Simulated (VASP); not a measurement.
Input of a VASP 6.6.1 run:

File INCAR:

```
SYSTEM = Li2PW2
PREC = Accurate
ENCUT = 520
EDIFF = 1E-6
ISMEAR = 0
SIGMA = 0.1
LREAL = .False.
LASPH = .True.
NELM = 80
ALGO = Normal
ISIF = 2
LWAVE = .False.
LCHARG = .False.
GGA = PE
NBANDS = 28
```

Contents of KPOINTS:

```
regular mesh
0
Gamma
  8 8 8
  0 0 0
```

File POSCAR:

```
Li2PW2
1.0
   -1.7829213602      1.7829213602      5.7220845159
    1.7829213602     -1.7829213602      5.7220845159
    1.7829213602      1.7829213602     -5.7220845159
Li P W
2 1 2
Direct
    0.3475900000      0.3475900000      0.0000000000
    0.6524100000      0.6524100000      0.0000000000
    0.0000000000      0.0000000000      0.0000000000
    0.1381600000      0.1381600000      0.0000000000
    0.8618400000      0.8618400000      0.0000000000
```

Potentials or basis: VASP PAW PBE potentials, release 64 (Li_sv, P, W_sv).

The run is started by

```bash
$ cat potpaw_PBE.64/Li_sv/POTCAR potpaw_PBE.64/P/POTCAR potpaw_PBE.64/W_sv/POTCAR > POTCAR
$ mpirun -np 1 vasp_std > vasp.out
```

Task: Predict the largest force.

Result: 48.792 eV/Å.

Task: Predict the band gap on the k mesh.

Result: Zero (an odd number of electrons rules out a gap without spin polarisation).

Forces on the atoms (eV/Å):
```
Li    0.000   0.000   0.965
Li    0.000   0.000  -0.965
P     0.000   0.000   0.000
W     0.000   0.000  48.792
W     0.000   0.000 -48.792
```

Caveat: atoms lie so close that the PAW spheres overlap strongly, which falsifies energies and pressures; spin-orbit coupling is left out, which moves the levels of the heavy elements; forces of over 1 eV/Å act on the atoms, so gaps and moduli don't describe the material at rest.
